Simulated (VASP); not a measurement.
Here is a VASP 6.6.1 calculation.

The input INCAR:

```
PREC = Accurate ; ENCUT = 520
EDIFF = 1E-6 ; ISMEAR = 0
SIGMA = 0.05 ; LREAL = F
LASPH = T ; NELM = 80
ALGO = Normal ; ISIF = 2
LWAVE = F ; LCHARG = T
GGA = CA ; LELF = T
LVHAR = T ; NBANDS = 20
```

The input KPOINTS:

```
regular mesh
0
Gamma
  12 12 4
```

Contents of POSCAR:

```
Al2O3
1.0
    2.8843249483      0.0000000000      0.0000000000
   -1.4421624742      2.4978986780      0.0000000000
    0.0000000000      0.0000000000      9.4768057769
Al O
2 3
Direct
    0.0000000000      0.0000000000      0.1499923300
    0.0000000000      0.0000000000      0.8500076700
    0.3333333333      0.6666666667      0.2223169200
    0.6666666667      0.3333333333      0.0000000000
    0.3333333333      0.6666666667      0.7776830800
```

Potentials or basis: VASP PAW LDA potentials, release 64 (Al, O).

Command:

```bash
$ cat potpaw_LDA.64/Al/POTCAR potpaw_LDA.64/O/POTCAR > POTCAR
$ mpirun -np 1 vasp_std > vasp.out
```

Question: Predict the pressure.

Answer: -7.6 GPa.

Question: What does it give for the largest force?

Answer: 0.689 eV/Å.

Stress tensor (GPa, compression positive):
```
-7.46  0.00  0.00
 0.00 -7.46  0.00
 0.00  0.00 -7.87
```

Caveat: the cell differs from its parent crystal (strain +0.000 along x and y, +0.015 along z).
